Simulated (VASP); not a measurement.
Here is a VASP 6.6.1 calculation.

INCAR

```
SYSTEM = Cs2Cl
PREC = Accurate ; ENCUT = 600
EDIFF = 1E-6 ; ISMEAR = 0
SIGMA = 0.1 ; LREAL = .FALSE.
LASPH = .TRUE. ; NELM = 80
ALGO = Normal ; ISIF = 3
LWAVE = .FALSE. ; LCHARG = .FALSE.
GGA = PE ; IBRION = 2
NSW = 90 ; EDIFFG = -0.04
```

KPOINTS

```
regular mesh
0
G
  4 4 4
  0 0 0
```

POSCAR

```
Cs2Cl
1.0
    7.2784139965      0.0000000000      0.0000000000
    0.0000000000      7.2784139965      0.0000000000
    0.0000000000      0.0000000000      4.6880337431
Cs Cl
4 2
Direct
    0.3060000000      0.3060000000      0.0000000000
    0.1940000000      0.8060000000      0.5000000000
    0.6940000000      0.6940000000      0.0000000000
    0.8060000000      0.1940000000      0.5000000000
    0.0000000000      0.0000000000      0.0000000000
    0.5000000000      0.5000000000      0.5000000000
```

Potentials or basis: VASP PAW PBE potentials, release 64 (Cs_sv, Cl).

Launch:

```sh
$ cat potpaw_PBE.64/Cs_sv/POTCAR potpaw_PBE.64/Cl/POTCAR > POTCAR
$ mpirun -np 1 vasp_std > vasp.out
```

Question: What does it give for the relaxed cell?

Answer: a = 8.725 Å, b = 8.725 Å, c = 5.030 Å, α = 90.00°, β = 90.00°, γ = 90.00°.

Question: What does it give for the space group after relaxing (to 0.1 Å)?

Answer: P4_2/mnm (No. 136).

Question: Estimate the relaxed volume.

Answer: 63.82 Å³/atom.

Forces on the atoms (eV/Å):
```
Cs  -0.022 -0.022  0.000
Cs   0.022 -0.022  0.000
Cs   0.022  0.022  0.000
Cs  -0.022  0.022  0.000
Cl   0.000  0.000  0.000
Cl   0.000  0.000  0.000
```

Caveat: the volume moved by over 15 % at a fixed basis, so the end points are rough.
